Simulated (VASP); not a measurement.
# YAgC4N4 (P-43m) in VASP: notebook, part 2 of 3

VASP 6.6.1.

## Step 4: Single point, PBE

This run uses another cell than the first one, of 29.95 Å³/atom.

The input, INCAR:

```
PREC = Accurate
ENCUT = 520
EDIFF = 1E-6
ISMEAR = 0
SIGMA = 0.02
LREAL = F
LASPH = T
NELM = 80
ALGO = Normal
ISIF = 2
LWAVE = F
LCHARG = F
GGA = PE
NBANDS = 40
```

The input, KPOINTS:

```
Automatic mesh
0
Gamma
  4 4 4
```

The input, POSCAR:

```
YAgC4N4
1.0
    6.6906722140      0.0000000000      0.0000000000
    0.0000000000      6.6906722140      0.0000000000
    0.0000000000      0.0000000000      6.6906722140
Y Ag C N
1 1 4 4
Direct
    0.0000000000      0.0000000000      0.0000000000
    0.5000000000      0.5000000000      0.5000000000
    0.2058911738      0.2058911738      0.2058911738
    0.2058911738      0.7941088262      0.7941088262
    0.7941088262      0.2058911738      0.7941088262
    0.7941088262      0.7941088262      0.2058911738
    0.3066181801      0.3066181801      0.3066181801
    0.3066181801      0.6933818199      0.6933818199
    0.6933818199      0.3066181801      0.6933818199
    0.6933818199      0.6933818199      0.3066181801
```

Potentials or basis: VASP PAW PBE potentials, release 64 (Y_sv, Ag, C, N).

Started as:

```bash
> cat potpaw_PBE.64/Y_sv/POTCAR potpaw_PBE.64/Ag/POTCAR potpaw_PBE.64/C/POTCAR potpaw_PBE.64/N/POTCAR > POTCAR
> mpirun -np 1 vasp_std > vasp.out
```

OUTCAR:

```text
PREC = Accurate
   ENCUT = 520
   EDIFF = 1E-6
   ISMEAR = 0
   LREAL = F
   LASPH = T
   NELM = 80
   ISIF = 2
   GGA = PE

 ion  position               nearest neighbor table
   1  0.000  0.000  0.000-   3 2.39   4 2.39   5 2.39   6 2.39
   2  0.500  0.500  0.500-   7 2.24   8 2.24   9 2.24  10 2.24
   3  0.206  0.206  0.206-   7 1.17   1 2.39
   4  0.206  0.794  0.794-   8 1.17   1 2.39
   5  0.794  0.206  0.794-   9 1.17   1 2.39
   6  0.794  0.794  0.206-  10 1.17   1 2.39
   7  0.307  0.307  0.307-   3 1.17   2 2.24
   8  0.307  0.693  0.693-   4 1.17   2 2.24
   9  0.693  0.307  0.693-   5 1.17   2 2.24
  10  0.693  0.693  0.307-   6 1.17   2 2.24

  LATTYP: Found a simple cubic cell.
 ALAT       =     6.6906722140

  Lattice vectors:

 A1 = (   6.6906722140,   0.0000000000,   0.0000000000)
 A2 = (   0.0000000000,   6.6906722140,   0.0000000000)
 A3 = (   0.0000000000,   0.0000000000,   6.6906722140)

Analysis of symmetry for initial positions (statically):
[... 185 lines left out ...]
      2     -24.8663      2.00000
      3     -24.8663      2.00000
      4     -24.8663      2.00000
      5     -19.1805      2.00000
      6     -19.1431      2.00000
[... 419 lines left out ...]
     39       4.0596      0.00000
     40       4.0596      0.00000

------------------------ aborting loop because EDIFF is reached ----------------------------------------

  FORCE on cell =-STRESS in cart. coord.  units (eV):
  Direction    XX          YY          ZZ          XY          YZ          ZX
  --------------------------------------------------------------------------------------
  -------------------------------------------------------------------------------------
  Total        0.4557259      0.4557259      0.4557259      0.0000000      0.0000000     -0.0000000
  in kB        2.4378392      2.4378392      2.4378392      0.0000000      0.0000000     -0.0000000
  external PRESSURE =       2.4378392 kB  Pullay stress =       0.0000000 kB

 VOLUME and BASIS-vectors are now :
 -----------------------------------------------------------------------------
  energy-cutoff  :      520.00
  volume of cell :      299.51
      direct lattice vectors                 reciprocal lattice vectors
     6.690672214  0.000000000  0.000000000     0.149461813  0.000000000  0.000000000
     0.000000000  6.690672214  0.000000000     0.000000000  0.149461813  0.000000000
     0.000000000  0.000000000  6.690672214     0.000000000  0.000000000  0.149461813

 POSITION                                       TOTAL-FORCE (eV/Angst)
 -----------------------------------------------------------------------------------
      0.00000      0.00000      0.00000        -0.000000     -0.000000      0.000000
      3.34534      3.34534      3.34534        -0.000000     -0.000000     -0.000000
      1.37755      1.37755      1.37755        -0.240407     -0.240407     -0.240407
      1.37755      5.31312      5.31312        -0.240407      0.240407      0.240407
      5.31312      1.37755      5.31312         0.240407     -0.240407      0.240407
      5.31312      5.31312      1.37755         0.240407      0.240407     -0.240407
      2.05148      2.05148      2.05148         0.245053      0.245053      0.245053
      2.05148      4.63919      4.63919         0.245053     -0.245053     -0.245053
      4.63919      2.05148      4.63919        -0.245053      0.245053     -0.245053
      4.63919      4.63919      2.05148        -0.245053     -0.245053      0.245053
 -----------------------------------------------------------------------------------
    total drift:                                0.000000      0.000000      0.000000

  FREE ENERGIE OF THE ION-ELECTRON SYSTEM (eV)
  ---------------------------------------------------
  free  energy   TOTEN  =       -76.8385932187 eV

  energy  without entropy=      -76.8385932187  energy(sigma->0) =      -76.83859322
```

OSZICAR:

```text
N       E                     dE             d eps       ncg     rms          rms(c)
DAV:   1     0.373014886644E+03    0.37301E+03   -0.25680E+04   800   0.123E+03
DAV:   2    -0.419209833332E+02   -0.41494E+03   -0.40165E+03  1016   0.282E+02
DAV:   3    -0.862814536015E+02   -0.44360E+02   -0.43894E+02  1096   0.908E+01
DAV:   4    -0.879773951976E+02   -0.16959E+01   -0.16926E+01  1288   0.164E+01
DAV:   5    -0.880016120210E+02   -0.24217E-01   -0.24211E-01  1096   0.171E+00    0.300E+01
DAV:   6    -0.777679563942E+02    0.10234E+02   -0.24207E+01   920   0.243E+01    0.237E+01
DAV:   7    -0.768034275844E+02    0.96453E+00   -0.84503E+00  1128   0.125E+01    0.146E+01
DAV:   8    -0.768293622668E+02   -0.25935E-01   -0.54094E-01  1032   0.352E+00    0.379E+00
DAV:   9    -0.768362387076E+02   -0.68764E-02   -0.68023E-02  1128   0.145E+00    0.621E-01
DAV:  10    -0.768367406447E+02   -0.50194E-03   -0.14340E-02  1088   0.670E-01    0.356E-01
DAV:  11    -0.768383394154E+02   -0.15988E-02   -0.34749E-03   944   0.313E-01    0.142E-01
DAV:  12    -0.768385085736E+02   -0.16916E-03   -0.56993E-04  1184   0.132E-01    0.385E-02
DAV:  13    -0.768385792603E+02   -0.70687E-04   -0.74857E-05   968   0.569E-02    0.218E-02
DAV:  14    -0.768385930036E+02   -0.13743E-04   -0.23385E-05  1032   0.305E-02    0.355E-03
DAV:  15    -0.768385932187E+02   -0.21515E-06   -0.23948E-06   920   0.776E-03
   1 F= -.76838593E+02 E0= -.76838593E+02  d E =-.338153E-15
```

stdout:

```text
POSCAR found type information on POSCAR Y AgC N
 POSCAR found :  4 types and      10 ions
 scaLAPACK will be used
 LDA part: xc-table for (Slater+PW92), standard interpolation
 POSCAR, INCAR and KPOINTS ok, starting setup
 FFT: planning ... GRIDC
 FFT: planning ... GRID_SOFT
 FFT: planning ... GRID
 WAVECAR not read
 entering main loop
```

Run time: 2 min. Hardware: 1 thread of Intel Xeon Platinum 8488C (Sapphire Rapids), shared host; peak memory 0.43 GiB.

Results:

```
Free energy            : -76.8386 eV
Pressure               : 0.2 GPa
Largest force          : 0.424 eV/Å
Band gap on the k mesh : 2.72 eV (least direct gap 2.74 eV)
```

Forces in eV/Å, atoms in the order of the input:
```
Y    0.000  0.000  0.000
Ag   0.000  0.000  0.000
C   -0.240 -0.240 -0.240
C   -0.240  0.240  0.240
C    0.240 -0.240  0.240
C    0.240  0.240 -0.240
N    0.245  0.245  0.245
N    0.245 -0.245 -0.245
N   -0.245  0.245 -0.245
N   -0.245 -0.245  0.245
```

## Step 5: Relaxation of cell and atoms, PBE

The input, INCAR:

```
SYSTEM = YAgC4N4
ALGO     = Normal         ! electronic algorithm
EDIFF    = 1E-6           ! SCF threshold, eV
EDIFFG   = -0.04          ! ionic threshold
ENCUT    = 600            ! plane-wave cutoff, eV
GGA      = PE             ! functional
IBRION   = 2              ! ionic algorithm
ISIF     = 3              ! what is computed and relaxed
ISMEAR   = 0              ! smearing method
LASPH    = .TRUE.         ! aspherical terms in the spheres
LCHARG   = .FALSE.        ! write CHGCAR
LREAL    = .FALSE.        ! projectors in reciprocal space
LWAVE    = .FALSE.        ! write WAVECAR
NELM     = 60             ! most SCF steps
NSW      = 90             ! ionic steps
PREC     = Accurate       ! precision mode
SIGMA    = 0.1            ! smearing width, eV
```

The input, KPOINTS:

```
k-points
0
G
  4 4 4
  0 0 0
```

The input, POSCAR:

```
YAgC4N4
1.0
    6.2307641100      0.0000000000      0.0000000000
    0.0000000000      6.2307641100      0.0000000000
    0.0000000000      0.0000000000      6.2307641100
Y Ag C N
1 1 4 4
Direct
    0.0000000000      0.0000000000      0.0000000000
    0.5000000000      0.5000000000      0.5000000000
    0.1951445500      0.1951445500      0.1951445500
    0.1951445500      0.8048554500      0.8048554500
    0.8048554500      0.1951445500      0.8048554500
    0.8048554500      0.8048554500      0.1951445500
    0.3035581900      0.3035581900      0.3035581900
    0.3035581900      0.6964418100      0.6964418100
    0.6964418100      0.3035581900      0.6964418100
    0.6964418100      0.6964418100      0.3035581900
```

Potentials or basis: VASP PAW PBE potentials, release 64 (Y_sv, Ag, C, N).

Started as:

```bash
> cat potpaw_PBE.64/Y_sv/POTCAR potpaw_PBE.64/Ag/POTCAR potpaw_PBE.64/C/POTCAR potpaw_PBE.64/N/POTCAR > POTCAR
> mpirun -np 1 vasp_std > vasp.out
```

OUTCAR:

```text
SYSTEM = YAgC4N4
   EDIFF = 1E-6
   EDIFFG = -0.04
   ENCUT = 600
   GGA = PE
   IBRION = 2
   ISIF = 3
   ISMEAR = 0
   LASPH = .TRUE.
   LREAL = .FALSE.
   NELM = 60
   NSW = 90
   PREC = Accurate

 ion  position               nearest neighbor table
   1  0.000  0.000  0.000-   3 2.11   4 2.11   5 2.11   6 2.11
   2  0.500  0.500  0.500-   7 2.12   8 2.12   9 2.12  10 2.12
   3  0.195  0.195  0.195-   7 1.17   1 2.11
   4  0.195  0.805  0.805-   8 1.17   1 2.11
   5  0.805  0.195  0.805-   9 1.17   1 2.11
   6  0.805  0.805  0.195-  10 1.17   1 2.11
   7  0.304  0.304  0.304-   3 1.17   2 2.12
   8  0.304  0.696  0.696-   4 1.17   2 2.12
   9  0.696  0.304  0.696-   5 1.17   2 2.12
  10  0.696  0.696  0.304-   6 1.17   2 2.12
[... 193 lines left out ...]
  --------------------------------------------------------------------------------------
  -------------------------------------------------------------------------------------
  Total       14.3032666     14.3032666     14.3032666      0.0000000     -0.0000000      0.0000000
  in kB       94.7374930     94.7374930     94.7374930      0.0000000     -0.0000000      0.0000000
  external PRESSURE =      94.7374930 kB  Pullay stress =       0.0000000 kB
[... 339 lines left out ...]
--------------------------------------- Ionic step        9  -------------------------------------------

 number of electron      57.9999991 magnetization

 Free energy of the ion-electron system (eV)
  ---------------------------------------------------
  ext. energy  EPLUGINS =         0.00000000
  ---------------------------------------------------
  free energy    TOTEN  =       -76.82420450 eV

  energy without entropy =      -76.82420450  energy(sigma->0) =      -76.82420450

 E-fermi :  -2.1990     XC(G=0):  -6.0335

 val. band max:       -2.6780959609   @ k =   0.5000   0.5000   0.5000
 cond. band min:       0.0331140724   @ k =   0.5000   0.5000   0.0000
 fundamental gap:      2.7112100333
 Fermi energy:        -2.1989862079

 k-point     1 :       0.0000    0.0000    0.0000
  band No.  band energies     occupation
      1     -44.8531      2.00000
      2     -24.8476      2.00000
      3     -24.8476      2.00000
      4     -24.8476      2.00000
      5     -19.1392      2.00000
      6     -19.1006      2.00000
[... 406 lines left out ...]
  FREE ENERGIE OF THE ION-ELECTRON SYSTEM (eV)
  ---------------------------------------------------
  free  energy   TOTEN  =       -76.8242045003 eV

  energy  without entropy=      -76.8242045003  energy(sigma->0) =      -76.82420450

 reached required accuracy - stopping structural energy minimisation
```

OSZICAR:

```text
N       E                     dE             d eps       ncg     rms          rms(c)
DAV:   1     0.416020415293E+03    0.41602E+03   -0.29115E+04   708   0.161E+03
DAV:   2    -0.373252622311E+02   -0.45335E+03   -0.44511E+03   903   0.341E+02
DAV:   3    -0.829632595050E+02   -0.45638E+02   -0.45103E+02   901   0.108E+02
[... 108 lines left out ...]
DAV:   2    -0.768242320986E+02    0.30293E-03   -0.13760E-03   928   0.243E-01    0.621E-02
DAV:   3    -0.768242066748E+02    0.25424E-04   -0.88315E-05   800   0.621E-02    0.346E-02
DAV:   4    -0.768242033006E+02    0.33742E-05   -0.75529E-05   920   0.386E-02    0.197E-02
DAV:   5    -0.768242035878E+02   -0.28722E-06   -0.10780E-05   836   0.132E-02    0.172E-02
DAV:   6    -0.768242045003E+02   -0.91250E-06   -0.50037E-07   371   0.460E-03
   9 F= -.76824205E+02 E0= -.76824205E+02  d E =-.262633E-02
```

Wall time 15 min (1 thread of Intel Xeon Platinum 8488C (Sapphire Rapids), shared host); peak memory 0.45 GiB.

What came out:

- Free energy: -76.8242 eV
- Relaxed volume: 29.85 Å³/atom
- Relaxed cell: a = 6.683 Å, b = 6.683 Å, c = 6.683 Å, α = 90.00°, β = 90.00°, γ = 90.00°
- Space group after relaxing (to 0.1 Å): P-43m (No. 215)
- Energy gained by relaxing: 215.9 meV/atom
- Ionic steps: 9
- Pressure after relaxing: 0.0 GPa
- Largest force after relaxing: 0.024 eV/Å
- Band gap on the k mesh: 2.71 eV (least direct gap 2.73 eV)

Forces on the atoms (eV/Å):
```
Y    0.000  0.000  0.000
Ag   0.000  0.000  0.000
C   -0.002 -0.002 -0.002
C   -0.002  0.002  0.002
C    0.002 -0.002  0.002
C    0.002  0.002 -0.002
N   -0.014 -0.014 -0.014
N   -0.014  0.014  0.014
N    0.014 -0.014  0.014
N    0.014  0.014 -0.014
```

Step by step:
| step | energy change (eV) | largest force (eV/Å) | pressure (GPa) | volume (Å³) |
| --- | --- | --- | --- | --- |
| 1 | 0.0000 | 3.8692 | 9.47 | 241.89 |
| 2 | 3.9745 | 25.7511 | 17.52 | 295.50 |
| 3 | -0.8430 | 6.3508 | 10.77 | 257.72 |
| 4 | -1.7823 | 3.3879 | 5.23 | 275.98 |
| 5 | -2.0428 | 1.3066 | -2.22 | 314.24 |
| 6 | -2.1555 | 0.2398 | -0.14 | 301.07 |
| 7 | -2.1567 | 0.3569 | 0.10 | 299.70 |
| 8 | -2.1592 | 0.0699 | 0.01 | 298.71 |
| 9 | -2.1593 | 0.0241 | -0.01 | 298.48 |

Final structure:
```
Y Ag C N
1.0
     6.68303    0.00000    0.00000
     0.00000    6.68303    0.00000
     0.00000    0.00000    6.68303
Y Ag C N
1 1 4 4
Direct
  0.00000 0.00000 0.00000
  0.50000 0.50000 0.50000
  0.20605 0.20605 0.20605
  0.20605 0.79395 0.79395
  0.79395 0.20605 0.79395
  0.79395 0.79395 0.20605
  0.30721 0.30721 0.30721
  0.30721 0.69279 0.69279
  0.69279 0.30721 0.69279
  0.69279 0.69279 0.30721
```

Caveat: the volume moved by over 15 % at a fixed basis, so the end points are rough. A k mesh can miss the band edges.

(Continued in part 3 of 3.)
